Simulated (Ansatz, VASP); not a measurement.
H2Se in VASP and in Ansatz

```xyz
3
Lattice="3.2723 0.0000 0.0000 -1.6361 2.8339 0.0000 0.0000 0.0000 2.8462" Properties=species:S:1:pos:R:3 pbc="T T T"
H     0.0000    1.8892    1.4231
H     1.6361    0.9446    1.4231
Se    0.0000    0.0000    0.0000
```

Alike in both runs: functional PBE; k mesh 18 × 18 × 18; occupations gaussian, width 0.1 eV; no spin polarisation.

Ansatz relaxed the structure, and its values are those at the end. VASP's run is a single point on that final structure, the one shown.

```csv
,VASP,Ansatz
version,VASP 6.6.1,Ansatz 0.2.0
potentials or method,"VASP PAW PBE potentials, release 64 (H, Se), cutoff 520 eV","scalar-relativistic, plane waves, PAW"
valence electrons in the cell,8,18
```

VASP gave:

* gap on the k mesh at the Fermi level (eV): none
* pressure (GPa): -0.1

**Question.** What did Ansatz give for the same quantities?

**Answer.** gap on the k mesh at the Fermi level (eV): none; pressure (GPa): 0.0.

A gap of «none» marks a metal or a gap that the smearing closes. VASP's potentials hold 8 valence electrons a cell and Ansatz's 18, so a difference there can come from the potentials and not from the codes.
